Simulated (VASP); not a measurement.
# Mo (Im-3m) in VASP: notebook, part 2 of 2

VASP 6.6.1. The steps go on from the part before.

**4. Single point, r2SCAN**

Input file POSCAR:

```
Mo
1.0
   -1.5764210372      1.5764210372      1.5764210372
    1.5764210372     -1.5764210372      1.5764210372
    1.5764210372      1.5764210372     -1.5764210372
Mo
1
Direct
    0.0000000000      0.0000000000      0.0000000000
```

Input file INCAR.step1:

```
SYSTEM = Mo
ALGO = Normal
EDIFF = 1E-4
ENCUT = 520
GGA = PE
ISMEAR = -1
LASPH = .TRUE.
LCHARG = .FALSE.
LREAL = .FALSE.
LWAVE = .TRUE.
NBANDS = 13
NELM = 80
PREC = Accurate
SIGMA = 0.1
```

Input file INCAR.step2:

```
SYSTEM = Mo
ALGO = Normal
EDIFF = 1E-7
ENCUT = 520
ISIF = 2
ISMEAR = -1
ISTART = 1
LASPH = .TRUE.
LCHARG = .FALSE.
LMIXTAU = .TRUE.
LREAL = .FALSE.
LWAVE = .FALSE.
METAGGA = R2SCAN
NBANDS = 13
NELM = 80
PREC = Accurate
SIGMA = 0.1
```

Input file KPOINTS:

```
k-points
0
G
  4 4 4
  0 0 0
```

Potentials or basis: VASP PAW PBE potentials, release 64 (Mo_sv).

Started as:

```console
> cat potpaw_PBE.64/Mo_sv/POTCAR > POTCAR
> cp INCAR.step1 INCAR
> mpirun -np 1 vasp_std > vasp.out
> cp INCAR.step2 INCAR
> mpirun -np 1 vasp_std > vasp.out
```

OUTCAR:

```text
SYSTEM = Mo
   EDIFF = 1E-7
   ENCUT = 520
   ISIF = 2
   ISMEAR = -1
   ISTART = 1
   LASPH = .TRUE.
   LREAL = .FALSE.
   METAGGA = R2SCAN
   NELM = 80
   PREC = Accurate

 ion  position               nearest neighbor table
   1  0.000  0.000  0.000-

  LATTYP: Found a body centered cubic cell.
 ALAT       =     3.1528420744

  Lattice vectors:

 A1 = (  -1.5764210372,   1.5764210372,   1.5764210372)
 A2 = (   1.5764210372,  -1.5764210372,   1.5764210372)
 A3 = (   1.5764210372,   1.5764210372,  -1.5764210372)

Analysis of symmetry for initial positions (statically):
=====================================================================
 Subroutine PRICEL returns:
 Original cell was already a primitive cell.

 Routine SETGRP: Setting up the symmetry group for a
 body centered cubic supercell.

 Subroutine GETGRP returns: Found 48 space group operations
 (whereof 48 operations were pure point group operations)
 out of a pool of 48 trial point group operations.

The static configuration has the point symmetry O_h .

Analysis of symmetry for dynamics (positions and initial velocities):
=====================================================================
 Subroutine PRICEL returns:
 Original cell was already a primitive cell.

 Routine SETGRP: Setting up the symmetry group for a
 body centered cubic supercell.

 Subroutine GETGRP returns: Found 48 space group operations
 (whereof 48 operations were pure point group operations)
 out of a pool of 48 trial point group operations.

The dynamic configuration has the point symmetry O_h .

 Subroutine INISYM returns: Found 48 space group operations
 (whereof 48 operations are pure point group operations),
 and found     1 'primitive' translations

----------------------------------------------------------------------------------------

                                     Primitive cell

  volume of cell :      15.6703

  direct lattice vectors                    reciprocal lattice vectors
    -1.576421037  1.576421037  1.576421037     0.000000000  0.317174148  0.317174148
     1.576421037 -1.576421037  1.576421037     0.317174148  0.000000000  0.317174148
     1.576421037  1.576421037 -1.576421037     0.317174148  0.317174148  0.000000000

  length of vectors
     2.730441331  2.730441331  2.730441331     0.448551982  0.448551982  0.448551982

  position of ions in fractional coordinates (direct lattice)
     0.000000000  0.000000000  0.000000000

  ion indices of the primitive-cell ions
   primitive index   ion index
                 1           1

----------------------------------------------------------------------------------------

 KPOINTS: k-points

Automatic generation of k-mesh.
 Grid dimensions read from file:
 generate k-points for:    4    4    4

 Generating k-lattice:

  Cartesian coordinates                     Fractional coordinates (reciprocal lattice)
     0.000000000  0.079293537  0.079293537     0.250000000  0.000000000  0.000000000
     0.079293537  0.000000000  0.079293537     0.000000000  0.250000000  0.000000000
     0.079293537  0.079293537  0.000000000     0.000000000  0.000000000  0.250000000

  Length of vectors
     0.112137996  0.112137996  0.112137996

  Shift w.r.t. Gamma in fractional coordinates (k-lattice)
     0.000000000  0.000000000  0.000000000

 Subroutine IBZKPT returns following result:
 ===========================================

 Found      8 irreducible k-points:

 Following reciprocal coordinates:
            Coordinates               Weight
  0.000000  0.000000  0.000000      1.000000
  0.250000  0.000000  0.000000     12.000000
  0.500000  0.000000  0.000000      6.000000
  0.250000  0.250000  0.000000     24.000000
  0.250000  0.250000  0.250000      2.000000
 -0.250000  0.250000  0.250000      6.000000
  0.500000  0.500000  0.250000     12.000000
  0.500000  0.500000  0.500000      1.000000
   k-points           NKPTS =      8   k-points in BZ     NKDIM =      8   number of bands    NBANDS=     13
   number of dos      NEDOS =    301   number of ions     NIONS =      1
   total plane-waves  NPLWV =   8000
   dimension x,y,z NGX =    20 NGY =   20 NGZ =   20
   dimension x,y,z NGXF=    40 NGYF=   40 NGZF=   40
   ions per type =               1
   NGX,Y,Z   is equivalent  to a cutoff of  12.18, 12.18, 12.18 a.u.
   NGXF,Y,Z  is equivalent  to a cutoff of  24.35, 24.35, 24.35 a.u.
 SYSTEM =  Mo
   PREC   = accura    normal or accurate (medium, high low for compatibility)
   ISTART =      1    job   : 0-new  1-cont  2-samecut
   ICHARG =      0    charge: 1-file 2-atom 10-const
   ISPIN  =      1    spin polarized calculation?
   LNONCOLLINEAR =      F non collinear calculations
   LSORBIT =      F    spin-orbit coupling
   LASPH  =      T    aspherical Exc in radial PAW
   ENCUT  =  520.0 eV  38.22 Ry    6.18 a.u.   5.08  5.08  5.08*2*pi/ulx,y,z
   NELM   =     80;   NELMIN=  2; NELMDL=  0     # of ELM steps
   EDIFF  = 0.1E-06   stopping-criterion for ELM
   LREAL  =      F    real-space projection
   EDIFFG = 0.1E-05   stopping-criterion for IOM
   NSW    =      0    number of steps for IOM
   IBRION =     -1    ionic relax: 0-MD 1-quasi-New 2-CG
   NFREE  =      0    steps in history (QN), initial steepest desc. (CG)
   ISIF   =      2    stress and relaxation
   ISYM   =      2    0-nonsym 1-usesym 2-fastsym
   POTIM  = 0.5000    time-step for ionic-motion
   TEBEG  =    0.0;   TEEND  =   0.0 temperature during run
   PSTRESS=    0.0 pullay stress
   NELECT =      14.0000    total number of electrons
   NUPDOWN=      -1.0000    fix difference up-down
   EMIN   =  10.00;   EMAX   =-10.00  energy-range for DOS
   EFERMI =   0.00;   METHOD = LEGACY
   ISMEAR =    -1;   SIGMA  =   0.10  broadening in eV -4-tet -1-fermi 0-gaus
   EFERMI_NEDOS =   21; number of points for ismear=-14 and -15
   IALGO  =     38    algorithm
   IMIX   =      4    mixing-type and parameters
     AMIX     =   0.40;   BMIX     =  1.00
     AMIX_MAG =   1.60;   BMIX_MAG =  1.00
  volume/ion in A,a.u.               =      15.67       105.75
  Fermi-wavevector in a.u.,A,eV,Ry     =   1.576735  2.979597 33.825339  2.486092
  Thomas-Fermi vector in A             =   2.677523
   LORBIT       =      0    0 simple, 1 ext, 2 COOP (PROOUT), +10 PAW based schemes
   METAGGA = R2SCAN    functional components
   LHFCALC =     F    Hartree Fock is set to
   AEXX    =    0.0000 exact exchange contribution
   IVDW    =     0    specifies the selected vdW correction
   LEPSILON=     F    determine dielectric tensor
   LRPA    =     F    only Hartree local field effects (RPA)
 non-spin polarized calculation
  energy-cutoff  :      520.00
  volume of cell :       15.67
 maximum number of plane-waves:       429
   NGX = 11   NGY = 11   NGZ = 11

 number of electron      14.0000002 magnetization

 Free energy of the ion-electron system (eV)
  ---------------------------------------------------
  ext. energy  EPLUGINS =         0.00000000
  ---------------------------------------------------
  free energy    TOTEN  =       -26.05178154 eV

  energy without entropy =      -26.04851998  energy(sigma->0) =      -26.05015076

 E-fermi :  12.3779     XC(G=0): -14.6054

 val. band max:       11.8640348125   @ k =  -0.2500   0.2500   0.2500
 cond. band min:      12.8733233746   @ k =   0.5000   0.5000   0.2500
 fundamental gap:      1.0092885621
 Fermi energy:        12.3779443069

 k-point     1 :       0.0000    0.0000    0.0000
  band No.  band energies     occupation
      1     -50.6475      2.00000
      2     -23.1298      2.00000
      3     -23.1298      2.00000
      4     -23.1298      2.00000
      5       4.8622      2.00000
      6      11.1170      1.99999
      7      11.1170      1.99999
      8      11.1170      1.99999
      9      14.4778      0.00000
     10      14.4778      0.00000
     11      27.9870      0.00000
     12      27.9870      0.00000
     13      27.9870      0.00000
[... 97 lines left out ...]
 k-point     8 :       0.5000    0.5000    0.5000
  band No.  band energies     occupation
      1     -50.1531      2.00000
      2     -24.1596      2.00000
      3     -24.1596      2.00000
      4     -24.1596      2.00000
      5       6.9146      2.00000
      6       6.9146      2.00000
      7      16.6721      0.00000
      8      16.6721      0.00000
      9      16.6721      0.00000
     10      21.9705      0.00000
     11      21.9705      0.00000
     12      21.9706      0.00000
     13      33.5108      0.00000

------------------------ aborting loop because EDIFF is reached ----------------------------------------

  FORCE on cell =-STRESS in cart. coord.  units (eV):
  Direction    XX          YY          ZZ          XY          YZ          ZX
  --------------------------------------------------------------------------------------
  -------------------------------------------------------------------------------------
  Total        0.0908823      0.0908823      0.0908823      0.0000000      0.0000000     -0.0000000
  in kB        9.2920877      9.2920877      9.2920877      0.0000000      0.0000000     -0.0000000
  external PRESSURE =       9.2920877 kB  Pullay stress =       0.0000000 kB

 VOLUME and BASIS-vectors are now :
 -----------------------------------------------------------------------------
  energy-cutoff  :      520.00
  volume of cell :       15.67
      direct lattice vectors                 reciprocal lattice vectors
    -1.576421037  1.576421037  1.576421037     0.000000000  0.317174148  0.317174148
     1.576421037 -1.576421037  1.576421037     0.317174148  0.000000000  0.317174148
     1.576421037  1.576421037 -1.576421037     0.317174148  0.317174148  0.000000000

 POSITION                                       TOTAL-FORCE (eV/Angst)
 -----------------------------------------------------------------------------------
      0.00000      0.00000      0.00000        -0.000000      0.000000      0.000000
 -----------------------------------------------------------------------------------
    total drift:                                0.000000     -0.000000      0.000000

  FREE ENERGIE OF THE ION-ELECTRON SYSTEM (eV)
  ---------------------------------------------------
  free  energy   TOTEN  =       -26.0517815361 eV

  energy  without entropy=      -26.0485199800  energy(sigma->0) =      -26.05015076
```

OUTCAR.step1:

```text
SYSTEM = Mo
   EDIFF = 1E-4
   ENCUT = 520
   GGA = PE
   ISMEAR = -1
   LASPH = .TRUE.
   LREAL = .FALSE.
[... 324 lines left out ...]
 -----------------------------------------------------------------------------------
      0.00000      0.00000      0.00000         0.000000     -0.000000      0.000000
 -----------------------------------------------------------------------------------
    total drift:                                0.000000     -0.000000     -0.000000

  FREE ENERGIE OF THE ION-ELECTRON SYSTEM (eV)
  ---------------------------------------------------
  free  energy   TOTEN  =       -10.8990438649 eV

  energy  without entropy=      -10.8943830981  energy(sigma->0) =      -10.89671348
```

Run time: 20 s. Hardware: 1 thread of Intel Xeon Platinum 8259CL at 2.50GHz (Skylake/Cascade Lake), shared host; peak memory 0.12 GiB.

Results:

* Free energy: -26.0518 eV
* Pressure: 0.9 GPa
* Band gap on the k mesh: zero (band 7 reaches 16.67 eV, above the bottom of band 8 at 11.12 eV)

Caveat: the k points lie up to 0.70 Å⁻¹ apart; the PAW data sets were made with another functional, which shifts forces and pressure a little.

**5. The runs side by side**

```csv
k mesh,gap on the mesh (eV),pressure (GPa)
7 × 7 × 7,none,1.1
2 × 2 × 2,none,15.5
4 × 4 × 4,none,0.9
```

Alike in all rows: task single point; level r2SCAN; potentials or basis VASP PAW PBE potentials, release 64 (Mo_sv); no spin polarisation; cell as given; cutoff (eV) 520; smearing fermi-dirac 0.1 eV.

Caveats: all runs use coarse meshes; the PAW data sets were made with another functional, which shifts forces and pressure a little.

Absolute energies hang on the potentials; compare differences alone.
